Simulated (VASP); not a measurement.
# Re (Im-3m) in VASP: single point with HSE06

Aim: the single point of Re with HSE06.

All numbers are computed with VASP 6.6.1; they aren't measurements. Logs are shortened: lines on timing, memory, paths and dates and some standing lists are left out, and cuts for length are marked.

### Step 1. The cell of the first run

The structure is cubic, space group Im-3m (No. 229). The conventional cell has a = 3.084 Å, b = 3.084 Å, c = 3.084 Å, α = 90.00°, β = 90.00°, γ = 90.00°. Within 3.5 Å of Re (site symmetry m-3m) lie 14 Re at 2.67 to 3.08 Å.

This isn't the form of Re at room conditions, which is hcp.

### Step 2. Single point, HSE06 (14.67 Å³/atom)

File POSCAR:

```
Re
1.0
   -1.5420652706      1.5420652706      1.5420652706
    1.5420652706     -1.5420652706      1.5420652706
    1.5420652706      1.5420652706     -1.5420652706
Re
1
Direct
    0.0000000000      0.0000000000      0.0000000000
```

File INCAR.step1:

```
PREC = Accurate ; ENCUT = 520
EDIFF = 1E-5 ; ISMEAR = 0
SIGMA = 0.05 ; LREAL = F
LASPH = T ; NELM = 60
ALGO = Normal ; ISIF = 2
LWAVE = T ; LCHARG = F
GGA = PE ; NBANDS = 10
```

File INCAR.step2:

```
PREC = Accurate ; ENCUT = 520
EDIFF = 1E-7 ; ISMEAR = 0
SIGMA = 0.05 ; LREAL = F
LASPH = T ; NELM = 60
ALGO = Normal ; ISIF = 2
LWAVE = F ; LCHARG = F
GGA = PE ; LHFCALC = T
HFSCREEN = 0.2079 ; PRECFOCK = Normal
ISTART = 1 ; NBANDS = 10
```

File KPOINTS:

```
regular mesh
0
Gamma
  10 10 10
```

Potentials or basis: VASP PAW PBE potentials, release 64 (Re).

Run with:

```sh
cat potpaw_PBE.64/Re/POTCAR > POTCAR
cp INCAR.step1 INCAR
mpirun -np 1 vasp_std > vasp.out
cp INCAR.step2 INCAR
mpirun -np 1 vasp_std > vasp.out
```

OUTCAR:

```text
PREC = Accurate
   ENCUT = 520
   EDIFF = 1E-7
   ISMEAR = 0
   LREAL = F
   LASPH = T
   NELM = 60
   ISIF = 2
   GGA = PE
   LHFCALC = T
   HFSCREEN = 0.2079
   PRECFOCK = Normal
   ISTART = 1

 ion  position               nearest neighbor table
   1  0.000  0.000  0.000-

  LATTYP: Found a body centered cubic cell.
 ALAT       =     3.0841305412

  Lattice vectors:

 A1 = (  -1.5420652706,   1.5420652706,   1.5420652706)
 A2 = (   1.5420652706,  -1.5420652706,   1.5420652706)
 A3 = (   1.5420652706,   1.5420652706,  -1.5420652706)

Analysis of symmetry for initial positions (statically):
=====================================================================
 Subroutine PRICEL returns:
 Original cell was already a primitive cell.

 Routine SETGRP: Setting up the symmetry group for a
 body centered cubic supercell.

 Subroutine GETGRP returns: Found 48 space group operations
 (whereof 48 operations were pure point group operations)
 out of a pool of 48 trial point group operations.

The static configuration has the point symmetry O_h .

Analysis of symmetry for dynamics (positions and initial velocities):
=====================================================================
 Subroutine PRICEL returns:
 Original cell was already a primitive cell.

 Routine SETGRP: Setting up the symmetry group for a
 body centered cubic supercell.

 Subroutine GETGRP returns: Found 48 space group operations
 (whereof 48 operations were pure point group operations)
 out of a pool of 48 trial point group operations.

The dynamic configuration has the point symmetry O_h .

 Subroutine INISYM returns: Found 48 space group operations
 (whereof 48 operations are pure point group operations),
 and found     1 'primitive' translations

----------------------------------------------------------------------------------------

                                     Primitive cell

  volume of cell :      14.6679

  direct lattice vectors                    reciprocal lattice vectors
    -1.542065271  1.542065271  1.542065271     0.000000000  0.324240491  0.324240491
     1.542065271 -1.542065271  1.542065271     0.324240491  0.000000000  0.324240491
     1.542065271  1.542065271 -1.542065271     0.324240491  0.324240491  0.000000000

  length of vectors
     2.670935397  2.670935397  2.670935397     0.458545299  0.458545299  0.458545299

  position of ions in fractional coordinates (direct lattice)
     0.000000000  0.000000000  0.000000000

  ion indices of the primitive-cell ions
   primitive index   ion index
                 1           1

----------------------------------------------------------------------------------------

 KPOINTS: regular mesh

Automatic generation of k-mesh.
 Grid dimensions read from file:
 generate k-points for:   10   10   10

 Generating k-lattice:

  Cartesian coordinates                     Fractional coordinates (reciprocal lattice)
     0.000000000  0.032424049  0.032424049     0.100000000  0.000000000  0.000000000
     0.032424049  0.000000000  0.032424049     0.000000000  0.100000000  0.000000000
     0.032424049  0.032424049  0.000000000     0.000000000  0.000000000  0.100000000

  Length of vectors
     0.045854530  0.045854530  0.045854530

  Shift w.r.t. Gamma in fractional coordinates (k-lattice)
     0.000000000  0.000000000  0.000000000

 Subroutine IBZKPT returns following result:
 ===========================================

 Found     47 irreducible k-points:

 Following reciprocal coordinates:
            Coordinates               Weight
  0.000000  0.000000  0.000000      1.000000
  0.100000  0.000000  0.000000     12.000000
  0.200000  0.000000  0.000000     12.000000
  0.300000  0.000000  0.000000     12.000000
  0.400000  0.000000  0.000000     12.000000
  0.500000  0.000000  0.000000      6.000000
[... 16 lines left out ...]
  0.300000  0.300000  0.100000      8.000000
 -0.300000  0.300000  0.100000     24.000000
 [... further k-points ...]
   k-points           NKPTS =     47   k-points in BZ     NKDIM =   1000   number of bands    NBANDS=     10
   number of dos      NEDOS =    301   number of ions     NIONS =      1
   total plane-waves  NPLWV =   8000
   dimension x,y,z NGX =    20 NGY =   20 NGZ =   20
   dimension x,y,z NGXF=    40 NGYF=   40 NGZF=   40
   ions per type =               1
   NGX,Y,Z   is equivalent  to a cutoff of  12.45, 12.45, 12.45 a.u.
   NGXF,Y,Z  is equivalent  to a cutoff of  24.90, 24.90, 24.90 a.u.
 SYSTEM =  unknown system
   PREC   = accura    normal or accurate (medium, high low for compatibility)
   ISTART =      1    job   : 0-new  1-cont  2-samecut
   ICHARG =      0    charge: 1-file 2-atom 10-const
   ISPIN  =      1    spin polarized calculation?
   LNONCOLLINEAR =      F non collinear calculations
   LSORBIT =      F    spin-orbit coupling
   LASPH  =      T    aspherical Exc in radial PAW
   ENCUT  =  520.0 eV  38.22 Ry    6.18 a.u.   4.97  4.97  4.97*2*pi/ulx,y,z
   NELM   =     60;   NELMIN=  2; NELMDL=  0     # of ELM steps
   EDIFF  = 0.1E-06   stopping-criterion for ELM
   LREAL  =      F    real-space projection
   EDIFFG = 0.1E-05   stopping-criterion for IOM
   NSW    =      0    number of steps for IOM
   IBRION =     -1    ionic relax: 0-MD 1-quasi-New 2-CG
   NFREE  =      0    steps in history (QN), initial steepest desc. (CG)
   ISIF   =      2    stress and relaxation
   ISYM   =      3    0-nonsym 1-usesym 2-fastsym
   POTIM  = 0.5000    time-step for ionic-motion
   TEBEG  =    0.0;   TEEND  =   0.0 temperature during run
   PSTRESS=    0.0 pullay stress
   NELECT =       7.0000    total number of electrons
   NUPDOWN=      -1.0000    fix difference up-down
   EMIN   =  10.00;   EMAX   =-10.00  energy-range for DOS
   EFERMI =   0.00;   METHOD = LEGACY
   ISMEAR =     0;   SIGMA  =   0.05  broadening in eV -4-tet -1-fermi 0-gaus
   EFERMI_NEDOS =   21; number of points for ismear=-14 and -15
   IALGO  =     38    algorithm
   IMIX   =      1    mixing-type and parameters
     AMIX     =   0.40;   BMIX     =  1.00
     AMIX_MAG =   1.60;   BMIX_MAG =  1.00
  volume/ion in A,a.u.               =      14.67        98.98
  Fermi-wavevector in a.u.,A,eV,Ry     =   1.279336  2.417595 22.268678  1.636702
  Thomas-Fermi vector in A             =   2.411828
   LORBIT       =      0    0 simple, 1 ext, 2 COOP (PROOUT), +10 PAW based schemes
   GGA     = PE    functional components
   LHFCALC =     T    Hartree Fock is set to
   PRECFOCK=normal    Normal, Fast or Accurate (Low or Medium for compatibility)
   ENCUT4O =  -1.0   cutoff for four orbital integrals eV
   NKREDX  =     1    reduce k-point grid by
   NKREDY  =     1    reduce k-point grid by
   NKREDZ  =     1    reduce k-point grid by
   AEXX    =    0.2500 exact exchange contribution
   HFSCREEN=    0.2079 screening length (either q_TF or 0.3 A-1)
   HFSCREENC=   0.2079 screening length for correlation (either q_TF or 0.3 A-1)
   ENCUTFOCK=  -1.0 apply spherical cutoff to Coloumb kernel
   IVDW    =     0    specifies the selected vdW correction
   LEPSILON=     F    determine dielectric tensor
   LRPA    =     F    only Hartree local field effects (RPA)
 non-spin polarized calculation
 Gauss-broadening in eV      SIGMA  =   0.05
  energy-cutoff  :      520.00
  volume of cell :       14.67
 maximum number of plane-waves:       410
  NGX = 16; NGY = 16; NGZ = 16

 number of electron       6.9999996 magnetization

 Free energy of the ion-electron system (eV)
  ---------------------------------------------------
  ext. energy  EPLUGINS =         0.00000000
  ---------------------------------------------------
  free energy    TOTEN  =       -14.19512416 eV

  energy without entropy =      -14.19302715  energy(sigma->0) =      -14.19407566

 E-fermi :   8.7380     XC(G=0): -11.1885

 val. band max:        8.7105066940   @ k =   0.2000   0.1000   0.0000
 cond. band min:       8.7635224102   @ k =   0.2000   0.2000   0.0000
 fundamental gap:      0.0530157163
 Fermi energy:         8.7379896037

 k-point     1 :       0.0000    0.0000    0.0000
  band No.  band energies     occupation
      1      -3.4732      2.00000
      2       5.3166      2.00000
      3       5.3166      2.00000
      4       5.3166      2.00000
      5       9.9209      0.00000
      6       9.9209      0.00000
      7      25.3016      0.00000
      8      25.3016      0.00000
      9      25.3016      0.00000
     10      37.9100      0.00000

 k-point     2 :       0.1000    0.0000    0.0000
  band No.  band energies     occupation
      1      -2.9364      2.00000
      2       5.0134      2.00000
      3       5.2646      2.00000
      4       5.8850      2.00000
      5       9.4720      0.00000
      6       9.9337      0.00000
      7      25.6754      0.00000
      8      26.1651      0.00000
      9      26.3519      0.00000
     10      34.7617      0.00000

 k-point     3 :       0.2000    0.0000    0.0000
  band No.  band energies     occupation
      1      -1.5495      2.00000
      2       4.2899      2.00000
      3       5.0094      2.00000
      4       7.5061      2.00000
      5       9.0022      0.00000
      6      10.0302      0.00000
      7      25.8290      0.00000
      8      27.3952      0.00000
      9      28.5378      0.00000
     10      32.5745      0.00000

 k-point     4 :       0.3000    0.0000    0.0000
  band No.  band energies     occupation
      1      -0.2031      2.00000
      2       3.5034      2.00000
      3       5.2070      2.00000
      4       9.2510      0.00000
      5       9.8908      0.00000
      6      10.2867      0.00000
      7      24.1652      0.00000
      8      24.7916      0.00000
      9      31.9368      0.00000
     10      32.8442      0.00000
[... 222 lines left out ...]
 k-point    22 :      -0.2000    0.2000    0.1000
  band No.  band energies     occupation
      1      -1.0548      2.00000
      2       4.7789      2.00000
      3       5.1334      2.00000
      4       7.3321      2.00000
      5       7.5740      2.00000
      6      10.8031      0.00000
      7      26.4527      0.00000
      8      27.6040      0.00000
      9      29.1464      0.00000
     10      30.3363      0.00000

 k-point    23 :       0.3000    0.3000    0.1000
  band No.  band energies     occupation
      1       2.2117      2.00000
      2       4.1062      2.00000
      3       4.1062      2.00000
      4      10.7271      0.00000
      5      10.7271      0.00000
      6      16.5134      0.00000
      7      20.1169      0.00000
      8      20.1169      0.00000
      9      24.6077      0.00000
     10      34.5764      0.00000

 k-point    24 :      -0.3000    0.3000    0.1000
  band No.  band energies     occupation
      1       0.2943      2.00000
      2       4.0365      2.00000
      3       4.8585      2.00000
      4       8.0559      2.00000
      5       9.7173      0.00000
      6      11.0267      0.00000
      7      23.7086      0.00000
      8      26.3364      0.00000
      9      30.9440      0.00000
     10      32.6411      0.00000

 [... further k-points ...]
[... 5 lines left out ...]
  --------------------------------------------------------------------------------------
  -------------------------------------------------------------------------------------
  Total       -0.3415832     -0.3415832     -0.3415832     -0.0000000     -0.0000000      0.0000000
  in kB      -37.3111652    -37.3111652    -37.3111652     -0.0000000     -0.0000000      0.0000000
  external PRESSURE =     -37.3111652 kB  Pullay stress =       0.0000000 kB

 VOLUME and BASIS-vectors are now :
 -----------------------------------------------------------------------------
  energy-cutoff  :      520.00
  volume of cell :       14.67
      direct lattice vectors                 reciprocal lattice vectors
    -1.542065271  1.542065271  1.542065271     0.000000000  0.324240491  0.324240491
     1.542065271 -1.542065271  1.542065271     0.324240491  0.000000000  0.324240491
     1.542065271  1.542065271 -1.542065271     0.324240491  0.324240491  0.000000000

 POSITION                                       TOTAL-FORCE (eV/Angst)
 -----------------------------------------------------------------------------------
      0.00000      0.00000      0.00000        -0.000000      0.000000      0.000000
 -----------------------------------------------------------------------------------
    total drift:                                0.000000     -0.000000     -0.000000

  FREE ENERGIE OF THE ION-ELECTRON SYSTEM (eV)
  ---------------------------------------------------
  free  energy   TOTEN  =       -14.1951241646 eV

  energy  without entropy=      -14.1930271547  energy(sigma->0) =      -14.19407566
```

It took 86 min on 1 thread of Intel Xeon Platinum 8375C at 2.90GHz (Ice Lake), shared host; peak memory 0.26 GiB.

Results:

| Property | Result |
| --- | --- |
| Free energy | -14.1951 eV |
| Pressure | -3.7 GPa |
| Band gap on the k mesh | zero (an odd number of electrons rules out a gap without spin polarisation) |

Levels at points of the mesh, in eV from the Fermi level:
| k point | band 1 | band 2 | band 3 | band 4 | band 5 | band 6 | band 7 |
| --- | --- | --- | --- | --- | --- | --- | --- |
| (0.00, 0.00, 0.00) | -12.21 | -3.42 | -3.42 | -3.42 | 1.18 | 1.18 | 16.56 |
| (0.50, 0.00, 0.00) | -8.70 | -6.01 | -0.44 | 0.93 | 2.07 | 4.94 | 11.05 |
| (0.50, 0.50, 0.50) | -8.17 | -8.17 | 3.83 | 3.83 | 3.83 | 8.55 | 8.55 |

Caveat: the cell stands under tension; the PAW data sets were made with another functional, which shifts forces and pressure a little; spin-orbit coupling is left out, which moves the levels of the heavy elements.
